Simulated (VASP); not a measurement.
A run of VASP 6.6.1 is set up as follows.

File INCAR:

```
SYSTEM = Mg2CdTe3
PREC = Accurate ; ENCUT = 520
EDIFF = 1E-6 ; ISMEAR = 0
SIGMA = 0.1 ; LREAL = .FALSE.
LASPH = .TRUE. ; NELM = 80
ALGO = Normal ; ISIF = 2
LWAVE = .FALSE. ; LCHARG = .TRUE.
GGA = PE ; LELF = .TRUE.
LVHAR = .TRUE. ; NBANDS = 46
```

File KPOINTS:

```
regular mesh
0
G
  3 3 1
  0 0 0
```

POSCAR

```
Mg2CdTe3
1.0
    4.6746376991     -0.0000541808     -0.0001834189
   -2.3373689070      4.0478568428     -0.0000276860
   -0.0015781608     -0.0039160754     22.3919899904
Mg Cd Te
4 2 6
Direct
    0.3329622525      0.6653851398      0.5001433969
    0.3317643871      0.6664727795      1.0000696739
    0.6666398423      0.3345502976      0.3353658989
    0.6664493966      0.3328624213      0.8353544224
    0.0019379139      0.0013692048      0.1663185048
    0.0002314932     -0.0007012244      0.6663771473
   -0.0013528458     -0.0001007980      0.0386410105
   -0.0003206752     -0.0012197803      0.5387155256
    0.6682748493      0.3345685543      0.2101137713
    0.6668584985      0.3326822405      0.7101660988
    0.3333955202      0.6679006950      0.3744062675
    0.3331593674      0.6662304700      0.8743282822
```

Potentials or basis: VASP PAW PBE potentials, release 64 (Mg, Cd, Te).

The run is started by

```bash
$ cat potpaw_PBE.64/Mg/POTCAR potpaw_PBE.64/Cd/POTCAR potpaw_PBE.64/Te/POTCAR > POTCAR
$ mpirun -np 1 vasp_std > vasp.out
```

(1) Estimate the band gap on the k mesh.

(2) What does it give for the largest force?

(3) Predict the pressure.

## Answers

(1) 1.42 eV.

(2) 0.013 eV/Å.

(3) 0.0 GPa.

Caveat: the k points lie up to 0.52 Å⁻¹ apart; spin-orbit coupling is left out, which moves the levels of the heavy elements.
